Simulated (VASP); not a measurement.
Crystal: FeO.

```
Fe O
1.0
     1.51882    0.87689    2.51958
    -1.51882    0.87689    2.51958
     0.00000   -1.75378    2.51958
Fe O
1 1
Direct
  0.00000 0.00000 0.00000
  0.50000 0.50000 0.50000
```

Base run:

```yaml
Program: VASP 6.6.1
Functional: PBEsol
Potentials_or_basis: VASP PAW PBE potentials, release 64 (Fe_sv, O)
Cutoff: 600 eV
k_mesh: 11 × 11 × 11
Occupations: fermi-dirac, width 0.05 eV
Spin: collinear spin, ferromagnetic start
Starting_moments: "[4.5, 0.0] μB"
```

Its results: band gap on the k mesh zero (filled and empty bands overlap); pressure -11.7 GPa; net moment 4.00 μB per cell; site moments Fe +3.47; O +0.30 μB.

**Question.** The run is repeated on the same cell with these changes: functional from PBEsol to PBE. What comes out?

**Answer.** Band gap on the k mesh zero (filled and empty bands overlap); pressure -3.6 GPa; net moment 4.00 μB per cell; site moments Fe +3.48; O +0.29 μB.

PBE binds less tightly than PBEsol, so the same cell stands under more pressure.

Caveats: the cell stands under tension; a cell with one magnetic atom can't hold antiferromagnetic order, which such compounds often take; semilocal functionals often make such compounds metallic where correlation or magnetic order opens a gap, which also shifts bond lengths; the PAW data sets were made with another functional, which shifts forces and pressure a little (at least some runs).
